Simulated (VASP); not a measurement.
Set up this calculation in VASP 6.6.1, as the native input.

```yaml
Task: single point
Functional: PBE
Potentials_or_basis: VASP PAW PBE potentials, release 64 (I, Cu)
Cutoff: 520 eV
k_mesh: 5 × 5 × 5
Occupations: fermi-dirac, width 0.06 eV
Spin: no spin polarisation
Dipole_correction: no
Further_INCAR_settings: ALGO = Normal; EDIFF = 1e-06; NBANDS = 16
```

The structure of CuI (Marshite) lies in POSCAR:

```
CuI
1.0
    0.0000000000      3.0315000000      3.0315000000
    3.0315000000      0.0000000000      3.0315000000
    3.0315000000      3.0315000000      0.0000000000
I Cu
1 1
Direct
    0.0000000000      0.0000000000      0.0000000000
    0.7500000000      0.7500000000      0.7500000000
```

One way to write it, as run:

INCAR

```
  PREC = Accurate
  ENCUT = 520
  EDIFF = 1E-6
  ISMEAR = -1
  SIGMA = 0.06
  LREAL = F
  LASPH = T
  NELM = 100
  ALGO = Normal
  ISIF = 2
  LWAVE = F
  LCHARG = F
  GGA = PE
  NBANDS = 16
```

KPOINTS

```
regular mesh
0
Gamma
  5 5 5
```

Potentials or basis: VASP PAW PBE potentials, release 64 (I, Cu).

Command:

```sh
$ cat potpaw_PBE.64/I/POTCAR potpaw_PBE.64/Cu/POTCAR > POTCAR
$ mpirun -np 1 vasp_std > vasp.out
```

Results of the run:

The pressure is 0.5 GPa and the band gap on the k mesh is 1.14 eV, direct.

Caveat: spin-orbit coupling is left out, which moves the levels of the heavy elements.

Run time: 13 s on 1 thread of Intel(R) Xeon(R) Platinum 8488C (Sapphire Rapids), with other jobs on the host, peak memory 0.17 GiB.
